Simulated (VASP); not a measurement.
A run of VASP 6.6.1 is set up as follows.

Contents of INCAR:

```
SYSTEM = Ti
PREC = Accurate ; ENCUT = 520
EDIFF = 1E-7 ; ISMEAR = -1
SIGMA = 0.05 ; LREAL = .False.
LASPH = .True. ; NELM = 80
ALGO = Fast ; ISIF = 2
LWAVE = .False. ; LCHARG = .True.
GGA = PE ; LELF = .True.
LVHAR = .True. ; NBANDS = 19
```

The input KPOINTS:

```
Automatic mesh
0
Gamma
  9 9 5
  0 0 0
```

The input POSCAR:

```
Ti
1.0
    2.9500000000      0.0000000000      0.0000000000
   -1.4750000000      2.5547749412      0.0000000000
    0.0000000000      0.0000000000      4.7736000000
Ti
2
Direct
    0.6666666667      0.3333333333      0.7500000000
    0.3333333333      0.6666666667      0.2500000000
```

Potentials or basis: VASP PAW PBE potentials, release 64 (Ti_sv).

Command:

```sh
$ cat potpaw_PBE.64/Ti_sv/POTCAR > POTCAR
$ mpirun -np 1 vasp_std > vasp.out
```

(1) What does it give for the pressure?

(2) Predict the band gap on the k mesh.

Results:

(1) -3.9 GPa.

(2) zero (band 12 reaches 8.70 eV, above the bottom of band 13 at 7.70 eV).
